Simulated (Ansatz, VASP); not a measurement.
## NaI in VASP and in Ansatz

INCAR

```
SYSTEM = NaI
PREC = Accurate ; ENCUT = 520
EDIFF = 1E-6 ; ISMEAR = 0
SIGMA = 0.05 ; LREAL = .FALSE.
LASPH = .TRUE. ; NELM = 100
ALGO = Normal ; ISIF = 2
LWAVE = .FALSE. ; LCHARG = .FALSE.
GGA = PE ; NBANDS = 14
```

KPOINTS

```
Automatic mesh
0
G
  6 6 6
  0 0 0
```

File POSCAR:

```
NaI
1.0
    0.0000000000      3.1393080000      3.2849460000
    3.1393080000      0.0000000000      3.2849460000
    3.1393080000      3.1393080000      0.0000000000
Na I
1 1
Direct
    0.0000000000      0.0000000000      0.0000000000
    0.5000000000      0.5000000000      0.5000000000
```

Input for Ansatz:

```yaml
crystal:
  lattice:
    - [0.0, 3.139308, 3.284946]
    - [3.139308, 0.0, 3.284946]
    - [3.139308, 3.139308, 0.0]
  atoms:
    - { symbol: Na, position: [0.0, 0.0, 0.0] }
    - { symbol: I, position: [0.5, 0.5, 0.5] }
basis:
  ecutwfc: 420
kpoints:
  mp_grid: { grid: [6, 6, 6] }
hamiltonian:
  xc: pbe
scf:
  occupations: { method: gaussian, width: 0.05 }
output:
  forces: true
  stress: true
  eigenvalues: true
```

Change from the starting cell: strain -0.030 along x and y, +0.015 along z, atoms carried along.

Alike in both runs: task single point; functional PBE; k mesh 6 × 6 × 6; occupations gaussian, width 0.05 eV; no spin polarisation.

```csv
,VASP,Ansatz
version,VASP 6.6.1,Ansatz 0.2.0
potentials or method,"VASP PAW PBE potentials, release 64 (Na_pv, I), cutoff 520 eV","scalar-relativistic, plane waves, PAW"
valence electrons in the cell,14,26
```

VASP gave:

```
gap on the k mesh at the Fermi level (eV)                     : 3.74
least direct gap on the mesh (eV)                             : 3.74
pressure (GPa)                                                : 1.4
traceless stress, the component that is largest in VASP (GPa) : -0.94
```

Task: Which values does Ansatz return?

Result: gap on the k mesh at the Fermi level (eV): 3.75; least direct gap on the mesh (eV): 3.75; pressure (GPa): 1.4; traceless stress, the component that is largest in VASP (GPa): -0.93.

The functional is the same, so the differences come from potentials, cutoffs and numerics. VASP's potentials hold 14 valence electrons a cell and Ansatz's 26, so a difference there can come from the potentials and not from the codes.

Spin-orbit coupling is off throughout.
